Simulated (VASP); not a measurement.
Write the native input for VASP 6.6.1 that does the following.

| Property | Result |
| --- | --- |
| Task | single point |
| Functional | PBEsol |
| Potentials or basis | VASP PAW PBE potentials, release 64 (W_sv, Ta_pv, C) |
| Cutoff | 520 eV |
| k mesh | 10 × 10 × 10 |
| Occupations | fermi-dirac, width 0.05 eV |
| Spin | no spin polarisation |
| Dipole correction | no |
| Further INCAR settings | ALGO = Normal; EDIFF = 1e-06; NBANDS = 24 |

The structure of TaWC2 lies in POSCAR:

```
TaWC2
1.0
    1.5718551461      0.9075109917      5.1016196719
   -1.5718551461      0.9075109917      5.1016196719
    0.0000000000     -1.8150219835      5.1016196719
W Ta C
1 1 2
Direct
    0.0000000000      0.0000000000      0.0000000000
    0.5000000000      0.5000000000      0.5000000000
    0.2509330000      0.2509330000      0.2509330000
    0.7490670000      0.7490670000      0.7490670000
```

These files were run (other wordings do the same):

INCAR

```
SYSTEM = TaWC2
ALGO = Normal ; EDIFF = 1E-6
ENCUT = 520 ; GGA = PS
ISIF = 2 ; ISMEAR = -1
LASPH = .TRUE. ; LCHARG = .TRUE.
LELF = .TRUE. ; LREAL = .FALSE.
LVHAR = .TRUE. ; LWAVE = .FALSE.
NBANDS = 24 ; NELM = 80
PREC = Accurate ; SIGMA = 0.05
```

KPOINTS

```
k-points
0
G
  10 10 10
  0 0 0
```

Potentials or basis: VASP PAW PBE potentials, release 64 (W_sv, Ta_pv, C).

The run is started by

```console
$ cat potpaw_PBE.64/W_sv/POTCAR potpaw_PBE.64/Ta_pv/POTCAR potpaw_PBE.64/C/POTCAR > POTCAR
$ mpirun -np 1 vasp_std > vasp.out
```

It gave:

```
Pressure      : -10.0 GPa
Largest force : 0.091 eV/Å
```

Caveat: the PAW data sets were made with another functional, which shifts forces and pressure a little.

It took 3.5 min on 1 thread of Intel(R) Xeon(R) Platinum 8488C (Sapphire Rapids), on a shared host, peak memory 0.32 GiB.
